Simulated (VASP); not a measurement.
# GaN in VASP: single point with PBE

Aim: the single point of GaN with PBE.

All numbers are computed with VASP 6.6.1; they aren't measurements. Logs are shortened: lines on timing, memory, paths and dates and some standing lists are left out, and cuts for length are marked.

## Step 1: The cell of the first run

The cell holds a slab with vacuum, 8 atoms: a = 3.218 Å, b = 3.218 Å, c = 33.227 Å, α = 90.00°, β = 90.00°, γ = 120.00°.

## Step 2: Single point, PBE

INCAR

```
SYSTEM = GaN
PREC = Accurate
ENCUT = 520
EDIFF = 1E-6
ISMEAR = 0
SIGMA = 0.05
LREAL = .False.
LASPH = .True.
NELM = 100
ALGO = Normal
ISIF = 2
LWAVE = .False.
LCHARG = .False.
LDIPOL = .True.
IDIPOL = 3
DIPOL = 0.5 0.5 0.327
GGA = PE
NBANDS = 46
```

KPOINTS

```
regular mesh
0
Gamma
  9 9 1
  0 0 0
```

POSCAR

```
GaN
1.0
    3.2184289305      0.0000000000      0.0000000000
   -1.6092144652      2.7872412141      0.0000000000
    0.0000000000      0.0000000000     33.2269510279
N Ga
4 4
Direct
    0.6850812513      0.3149187487      0.2085061204
    0.3518301322      0.6481698678      0.2874350117
    0.6853867714      0.3146132286      0.3666723934
    0.3519708345      0.6480291655      0.4455832034
    0.3517579049      0.6482420951      0.2099929407
    0.6851606276      0.3148393724      0.2870131915
    0.3520572580      0.6479427420      0.3670934340
    0.6852548108      0.3147451892      0.4441277160
```

Potentials or basis: VASP PAW PBE potentials, release 64 (N, Ga_d).

Launch:

```console
> cat potpaw_PBE.64/N/POTCAR potpaw_PBE.64/Ga_d/POTCAR > POTCAR
> mpirun -np 1 vasp_std > vasp.out
```

OUTCAR:

```text
SYSTEM = GaN
   PREC = Accurate
   ENCUT = 520
   EDIFF = 1E-6
   ISMEAR = 0
   LREAL = .False.
   LASPH = .True.
   NELM = 100
   ISIF = 2
   GGA = PE

 ion  position               nearest neighbor table
   1  0.685  0.315  0.209-   5 1.86   5 1.86   5 1.86
   2  0.352  0.648  0.287-   6 1.86   6 1.86   6 1.86
   3  0.685  0.315  0.367-   7 1.86   7 1.86   7 1.86
   4  0.352  0.648  0.446-   8 1.86   8 1.86   8 1.86
   5  0.352  0.648  0.210-   1 1.86   1 1.86   1 1.86
   6  0.685  0.315  0.287-   2 1.86   2 1.86   2 1.86
   7  0.352  0.648  0.367-   3 1.86   3 1.86   3 1.86
   8  0.685  0.315  0.444-   4 1.86   4 1.86   4 1.86

  LATTYP: Found a hexagonal cell.
 ALAT       =     3.2184289305
 C/A-ratio  =    10.3239660547

  Lattice vectors:

 A1 = (   3.2184289305,   0.0000000000,   0.0000000000)
 A2 = (  -1.6092144652,   2.7872412141,   0.0000000000)
 A3 = (   0.0000000000,   0.0000000000,  33.2269510279)

Analysis of symmetry for initial positions (statically):
=====================================================================
 Subroutine PRICEL returns:
 Original cell was already a primitive cell.

 Routine SETGRP: Setting up the symmetry group for a
 hexagonal supercell.

 Subroutine GETGRP returns: Found  2 space group operations
 (whereof  2 operations were pure point group operations)
 out of a pool of 24 trial point group operations.

The static configuration has the point symmetry C_1h.

Analysis of symmetry for dynamics (positions and initial velocities):
=====================================================================
 Subroutine PRICEL returns:
 Original cell was already a primitive cell.

 Routine SETGRP: Setting up the symmetry group for a
 hexagonal supercell.

 Subroutine GETGRP returns: Found  2 space group operations
 (whereof  2 operations were pure point group operations)
 out of a pool of 24 trial point group operations.

The dynamic configuration has the point symmetry C_1h.

 Subroutine INISYM returns: Found  2 space group operations
 (whereof  2 operations are pure point group operations),
 and found     1 'primitive' translations

----------------------------------------------------------------------------------------

                                     Primitive cell

  volume of cell :     298.0636

  direct lattice vectors                    reciprocal lattice vectors
     3.218428931  0.000000000  0.000000000     0.310710605  0.179388851  0.000000000
    -1.609214465  2.787241214  0.000000000     0.000000000  0.358777703  0.000000000
     0.000000000  0.000000000 33.226951028     0.000000000  0.000000000  0.030096051

  length of vectors
     3.218428931  3.218428930 33.226951028     0.358777703  0.358777703  0.030096051

  position of ions in fractional coordinates (direct lattice)
     0.685081251  0.314918749  0.208506120
     0.351830132  0.648169868  0.287435012
     0.685386771  0.314613229  0.366672393
     0.351970835  0.648029165  0.445583203
     0.351757905  0.648242095  0.209992941
     0.685160628  0.314839372  0.287013192
     0.352057258  0.647942742  0.367093434
     0.685254811  0.314745189  0.444127716

  ion indices of the primitive-cell ions
   primitive index   ion index
                 1           1
                 2           2
                 3           3
                 4           4
                 5           5
                 6           6
                 7           7
                 8           8

----------------------------------------------------------------------------------------

 KPOINTS: regular mesh

Automatic generation of k-mesh.
 Grid dimensions read from file:
 generate k-points for:    9    9    1

 Generating k-lattice:

  Cartesian coordinates                     Fractional coordinates (reciprocal lattice)
     0.034523401  0.019932095  0.000000000     0.111111111  0.000000000  0.000000000
     0.000000000  0.039864189  0.000000000     0.000000000  0.111111111  0.000000000
     0.000000000  0.000000000  0.030096051     0.000000000  0.000000000  1.000000000

  Length of vectors
     0.039864189  0.039864189  0.030096051

  Shift w.r.t. Gamma in fractional coordinates (k-lattice)
     0.000000000  0.000000000  0.000000000

 Subroutine IBZKPT returns following result:
 ===========================================

 Found     25 irreducible k-points:

 Following reciprocal coordinates:
            Coordinates               Weight
  0.000000  0.000000  0.000000      1.000000
  0.111111  0.000000  0.000000      4.000000
 -0.111111  0.111111  0.000000      2.000000
  0.222222  0.000000  0.000000      4.000000
 -0.222222  0.222222  0.000000      2.000000
  0.333333  0.000000  0.000000      4.000000
[... 16 lines left out ...]
 -0.222222 -0.444444  0.000000      4.000000
  0.444444  0.333333  0.000000      4.000000
   k-points           NKPTS =     25   k-points in BZ     NKDIM =     25   number of bands    NBANDS=     46
   number of dos      NEDOS =    301   number of ions     NIONS =      8
   total plane-waves  NPLWV = 144000
   dimension x,y,z NGX =    24 NGY =   24 NGZ =  250
   dimension x,y,z NGXF=    48 NGYF=   48 NGZF=  500
   ions per type =               4   4
   NGX,Y,Z   is equivalent  to a cutoff of  12.40, 12.40, 12.51 a.u.
   NGXF,Y,Z  is equivalent  to a cutoff of  24.79, 24.79, 25.02 a.u.
 SYSTEM =  GaN
   PREC   = accura    normal or accurate (medium, high low for compatibility)
   ISTART =      0    job   : 0-new  1-cont  2-samecut
   ICHARG =      2    charge: 1-file 2-atom 10-const
   ISPIN  =      1    spin polarized calculation?
   LNONCOLLINEAR =      F non collinear calculations
   LSORBIT =      F    spin-orbit coupling
   LASPH  =      T    aspherical Exc in radial PAW
   ENCUT  =  520.0 eV  38.22 Ry    6.18 a.u.   5.98  5.98 61.78*2*pi/ulx,y,z
   NELM   =    100;   NELMIN=  2; NELMDL= -5     # of ELM steps
   EDIFF  = 0.1E-05   stopping-criterion for ELM
   LREAL  =      F    real-space projection
   EDIFFG = 0.1E-04   stopping-criterion for IOM
   NSW    =      0    number of steps for IOM
   IBRION =     -1    ionic relax: 0-MD 1-quasi-New 2-CG
   NFREE  =      0    steps in history (QN), initial steepest desc. (CG)
   ISIF   =      2    stress and relaxation
   ISYM   =      2    0-nonsym 1-usesym 2-fastsym
   POTIM  = 0.5000    time-step for ionic-motion
   TEBEG  =    0.0;   TEEND  =   0.0 temperature during run
   PSTRESS=    0.0 pullay stress
   NELECT =      72.0000    total number of electrons
   NUPDOWN=      -1.0000    fix difference up-down
   EMIN   =  10.00;   EMAX   =-10.00  energy-range for DOS
   EFERMI =   0.00;   METHOD = LEGACY
   ISMEAR =     0;   SIGMA  =   0.05  broadening in eV -4-tet -1-fermi 0-gaus
   EFERMI_NEDOS =   21; number of points for ismear=-14 and -15
   IALGO  =     38    algorithm
   IMIX   =      4    mixing-type and parameters
     AMIX     =   0.40;   BMIX     =  1.00
     AMIX_MAG =   1.60;   BMIX_MAG =  1.00
  volume/ion in A,a.u.               =      37.26       251.43
  Fermi-wavevector in a.u.,A,eV,Ry     =   1.019568  1.926703 14.143501  1.039518
  Thomas-Fermi vector in A             =   2.153089
   LORBIT       =      0    0 simple, 1 ext, 2 COOP (PROOUT), +10 PAW based schemes
   GGA     = PE    functional components
   LHFCALC =     F    Hartree Fock is set to
   AEXX    =    0.0000 exact exchange contribution
   IVDW    =     0    specifies the selected vdW correction
   LEPSILON=     F    determine dielectric tensor
   LRPA    =     F    only Hartree local field effects (RPA)
 non-spin polarized calculation
 Gauss-broadening in eV      SIGMA  =   0.05
  energy-cutoff  :      520.00
  volume of cell :      298.06
 maximum number of plane-waves:      8124
   NGX = 11   NGY = 11   NGZ =123

 number of electron      71.9999979 magnetization

 dipolmoment           0.000000      0.000000     -0.000379 electrons x Angstroem

 Free energy of the ion-electron system (eV)
  ---------------------------------------------------
  ext. energy  EPLUGINS =         0.00000000
  ---------------------------------------------------
  free energy    TOTEN  =       -46.38185652 eV

  energy without entropy =      -46.38185652  energy(sigma->0) =      -46.38185652

 E-fermi :  -1.8193     XC(G=0):  -4.0425

 val. band max:       -2.0676913894   @ k =  -0.3333   0.2222   0.0000
 cond. band min:      -0.0080301095   @ k =   0.0000   0.0000   0.0000
 fundamental gap:      2.0596612800
 Fermi energy:        -1.8192589472

 k-point     1 :       0.0000    0.0000    0.0000
  band No.  band energies     occupation
      1     -18.0442      2.00000
      2     -17.7658      2.00000
      3     -17.4805      2.00000
      4     -17.4425      2.00000
      5     -15.6884      2.00000
      6     -15.6884      2.00000
[... 38 lines left out ...]
     45       4.2292      0.00000
     46       4.8284      0.00000

 k-point     2 :       0.1111    0.0000    0.0000
  band No.  band energies     occupation
      1     -17.9262      2.00000
      2     -17.6641      2.00000
      3     -17.3954      2.00000
      4     -17.3676      2.00000
      5     -15.6895      2.00000
      6     -15.6813      2.00000
[... 38 lines left out ...]
     45       4.4339      0.00000
     46       4.9951      0.00000

 k-point     3 :      -0.1111    0.1111    0.0000
  band No.  band energies     occupation
      1     -17.9262      2.00000
      2     -17.6641      2.00000
      3     -17.3953      2.00000
      4     -17.3676      2.00000
      5     -15.6896      2.00000
      6     -15.6813      2.00000
[... 1018 lines left out ...]
     45       6.2934      0.00000
     46       6.3634      0.00000

 k-point    24 :       0.4444    0.3333    0.0000
  band No.  band energies     occupation
      1     -17.0832      2.00000
      2     -17.0423      2.00000
      3     -16.8349      2.00000
      4     -16.8297      2.00000
      5     -15.6018      2.00000
      6     -15.5931      2.00000
[... 38 lines left out ...]
     45       6.2928      0.00000
     46       6.3627      0.00000

 [... further k-points ...]

------------------------ aborting loop because EDIFF is reached ----------------------------------------

 vacuum level on the upper side and lower side of the slab       (xc-potential included)        -0.011        -0.004

  FORCE on cell =-STRESS in cart. coord.  units (eV):
  Direction    XX          YY          ZZ          XY          YZ          ZX
  --------------------------------------------------------------------------------------
  -------------------------------------------------------------------------------------
  Total        5.9208072      5.9152431     -0.0446763     -0.0048187      0.0022416     -0.0038827
  in kB       31.8260348     31.7961260     -0.2401481     -0.0259018      0.0120493     -0.0208706
  external PRESSURE =      21.1273376 kB  Pullay stress =       0.0000000 kB

 VOLUME and BASIS-vectors are now :
 -----------------------------------------------------------------------------
  energy-cutoff  :      520.00
  volume of cell :      298.06
      direct lattice vectors                 reciprocal lattice vectors
     3.218428931  0.000000000  0.000000000     0.310710605  0.179388851  0.000000000
    -1.609214465  2.787241214  0.000000000     0.000000000  0.358777703  0.000000000
     0.000000000  0.000000000 33.226951028     0.000000000  0.000000000  0.030096051

 POSITION                                       TOTAL-FORCE (eV/Angst)
 -----------------------------------------------------------------------------------
      1.69811      0.87775      6.92802         0.002088     -0.001205      0.001665
      0.08930      1.80661      9.55059         0.000889     -0.000513      0.001504
      1.69959      0.87690     12.18341        -0.000057      0.000033     -0.001447
      0.08998      1.80621     14.80537        -0.003867      0.002232      0.003109
      0.08895      1.80681      6.97743        -0.001780      0.001028     -0.003233
      1.69850      0.87753      9.53657         0.000159     -0.000092     -0.001394
      0.09039      1.80597     12.19740        -0.001853      0.001070      0.000922
      1.69895      0.87727     14.75701         0.004421     -0.002552     -0.001126
 -----------------------------------------------------------------------------------
    total drift:                               -0.004092      0.002362      0.000336

  FREE ENERGIE OF THE ION-ELECTRON SYSTEM (eV)
  ---------------------------------------------------
  free  energy   TOTEN  =       -46.3818565219 eV

  energy  without entropy=      -46.3818565219  energy(sigma->0) =      -46.38185652

 vacuum level on the upper side and lower side of the slab         3.211         3.219
```

It took 8 min on 1 thread of AMD EPYC 9R45 (Zen 5), shared host; peak memory 0.47 GiB.

Results:

* Free energy: -46.3819 eV
* Largest force: 0.005 eV/Å
* Band gap on the k mesh: 2.06 eV (least direct gap 2.43 eV)

Forces on the atoms (eV/Å):
```
N    0.002 -0.001  0.002
N    0.001 -0.001  0.002
N    0.000  0.000 -0.001
N   -0.004  0.002  0.003
Ga  -0.002  0.001 -0.003
Ga   0.000  0.000 -0.001
Ga  -0.002  0.001  0.001
Ga   0.004 -0.003 -0.001
```

Levels at points of the mesh, in eV from the valence-band top:
```tsv
k point	band 33	band 34	band 35	band 36	band 37	band 38	band 39	band 40
(0.00, 0.00, 0.00)	-0.44	-0.44	-0.37	-0.37	2.06	2.89	3.62	3.74
```
